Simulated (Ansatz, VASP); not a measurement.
# Two plane-wave programs on GaAs

Contents of POSCAR:

```
GaAs
1.0
    0.0000000000      2.8332036537      2.8332036537
    2.8332036537      0.0000000000      2.8332036537
    2.8332036537      2.8332036537      0.0000000000
Ga As
1 1
Direct
    0.0000000000      0.0000000000      0.0000000000
    0.7500000000      0.7500000000      0.7500000000
```

INCAR.step1

```
  ALGO = Normal
  EDIFF = 1E-4
  ENCUT = 520
  GGA = PE
  ISMEAR = 0
  LASPH = T
  LCHARG = F
  LREAL = F
  LWAVE = T
  NBANDS = 16
  NELM = 100
  PREC = Accurate
  SIGMA = 0.05
```

The input INCAR.step2:

```
  ALGO = Normal
  EDIFF = 1E-6
  ENCUT = 520
  ISIF = 2
  ISMEAR = 0
  ISTART = 1
  LASPH = T
  LCHARG = T
  LELF = T
  LMIXTAU = T
  LREAL = F
  LVHAR = T
  LWAVE = F
  METAGGA = R2SCAN
  NBANDS = 16
  NELM = 100
  PREC = Accurate
  SIGMA = 0.05
```

KPOINTS

```
k-points
0
Gamma
  8 8 8
```

Input for Ansatz:

```yaml
crystal:
  lattice:
    - [0.0, 2.8332036537, 2.8332036537]
    - [2.8332036537, 0.0, 2.8332036537]
    - [2.8332036537, 2.8332036537, 0.0]
  atoms:
    - { symbol: Ga, position: [0.0, 0.0, 0.0] }
    - { symbol: As, position: [0.75, 0.75, 0.75] }
basis:
  ecutwfc: 500
kpoints:
  mp_grid: { grid: [8, 8, 8] }
hamiltonian:
  xc: r2scan
scf:
  occupations: { method: gaussian, width: 0.05 }
output:
  forces: true
  stress: true
  eigenvalues: true
```

Alike in both runs: task single point; functional r2SCAN; k mesh 8 × 8 × 8; occupations gaussian, width 0.05 eV; no spin polarisation.

```csv
,VASP,Ansatz
version,VASP 6.6.1,Ansatz 0.2.0
potentials or method,"VASP PAW PBE potentials, release 64 (Ga_d, As), cutoff 520 eV","scalar-relativistic, plane waves, PAW"
valence electrons in the cell,18,28
```

|  | VASP | Ansatz | Ansatz less VASP |
| --- | --- | --- | --- |
| gap on the k mesh at the Fermi level (eV) | 0.94 | 0.96 | +0.019 |
| least direct gap on the mesh (eV) | 0.94 | 0.96 | +0.019 |
| pressure (GPa) | 0.1 | 0.0 | -0.12 |

VASP's potentials were made for PBE, not for r2SCAN. VASP's potentials hold 18 valence electrons a cell and Ansatz's 28, so a difference there can come from the potentials and not from the codes.
